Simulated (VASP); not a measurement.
Write the native input for VASP 6.6.1 that does the following.

```
Task                   : single point
Functional             : r2SCAN
Potentials or basis    : VASP PAW PBE potentials, release 64 (Ti_sv, O, Ba_sv)
Cutoff                 : 520 eV
k mesh                 : 3 × 3 × 5
Occupations            : gaussian, width 0.1698 eV
Spin                   : collinear spin, zero start
Starting moments       : [0.0, 0.0, 0.0, 0.0, 0.0, 0.0, 0.0, 0.0, 0.0, 0.0] μB
Dipole correction      : no
Further INCAR settings : ALGO = Normal; EDIFF = 1e-07; NBANDS = 55
```

The system is BaTiO3.

```
Ti O Ba
1.0
    -3.96882   -3.96882    0.00000
    -3.96882    3.96882    0.00000
     0.00000    0.00000   -4.00213
Ti O Ba
2 6 2
Direct
  0.00000 0.50000 0.49000
  0.50000 0.00000 0.49000
  0.75000 0.75000 0.52100
  0.25000 0.25000 0.52100
  0.75000 0.25000 0.52100
  0.25000 0.75000 0.52100
  0.00000 0.50000 0.02200
  0.50000 0.00000 0.02200
  0.00000 0.00000 0.00000
  0.50000 0.50000 0.00000
```

These files were run (other wordings do the same):

POSCAR

```
BaTiO3
1.0
   -3.9688181300     -3.9688181300      0.0000000000
   -3.9688181300      3.9688181300      0.0000000000
    0.0000000000      0.0000000000     -4.0021277700
Ti O Ba
2 6 2
Direct
    0.0000000000      0.5000000000      0.4900000000
    0.5000000000      0.0000000000      0.4900000000
    0.7500000000      0.7500000000      0.5210000000
    0.2500000000      0.2500000000      0.5210000000
    0.7500000000      0.2500000000      0.5210000000
    0.2500000000      0.7500000000      0.5210000000
    0.0000000000      0.5000000000      0.0220000000
    0.5000000000      0.0000000000      0.0220000000
    0.0000000000      0.0000000000      0.0000000000
    0.5000000000      0.5000000000      0.0000000000
```

INCAR.step1

```
SYSTEM = BaTiO3
  PREC = Accurate
  ENCUT = 520
  ISMEAR = 0
  SIGMA = 0.1698
  LREAL = .FALSE.
  LASPH = .TRUE.
  NELM = 150
  ISPIN = 2
  MAGMOM = 0 0 0 0 0 0 0 0 0 0
  LMAXMIX = 4
  NBANDS = 55
  GGA = PE
  ALGO = Normal
  EDIFF = 1E-4
  LWAVE = .TRUE.
  LCHARG = .FALSE.
```

INCAR.step2

```
SYSTEM = BaTiO3
  PREC = Accurate
  ENCUT = 520
  EDIFF = 1E-7
  ISMEAR = 0
  SIGMA = 0.1698
  LREAL = .FALSE.
  LASPH = .TRUE.
  NELM = 150
  ALGO = Normal
  ISIF = 2
  LWAVE = .FALSE.
  LCHARG = .FALSE.
  ISPIN = 2
  MAGMOM = 0 0 0 0 0 0 0 0 0 0
  LORBIT = 11
  LMAXMIX = 4
  METAGGA = R2SCAN
  LMIXTAU = .TRUE.
  NBANDS = 55
  ISTART = 1
```

KPOINTS

```
Automatic mesh
0
G
  3 3 5
  0 0 0
```

Potentials or basis: VASP PAW PBE potentials, release 64 (Ti_sv, O, Ba_sv).

The run is started by

```console
$ cat potpaw_PBE.64/Ti_sv/POTCAR potpaw_PBE.64/O/POTCAR potpaw_PBE.64/Ba_sv/POTCAR > POTCAR
$ cp INCAR.step1 INCAR
$ mpirun -np 1 vasp_std > vasp.out
$ cp INCAR.step2 INCAR
$ mpirun -np 1 vasp_std > vasp.out
```

Results of the run:

* Pressure: 5.1 GPa
* Largest force: 0.226 eV/Å
* Band gap on the k mesh: 2.22 eV
* Net moment: 0.00 μB per cell
* Valence electrons inside the program's atomic spheres: Ti 10.18; O 5.08; Ba 8.01

Caveat: the PAW data sets were made with another functional, which shifts forces and pressure a little; spin-orbit coupling is left out, which moves the levels of the heavy elements.

It took 11 min on 1 thread of AMD EPYC 7R13 Processor (Zen 3), with other jobs on the host, peak memory 0.3 GiB.
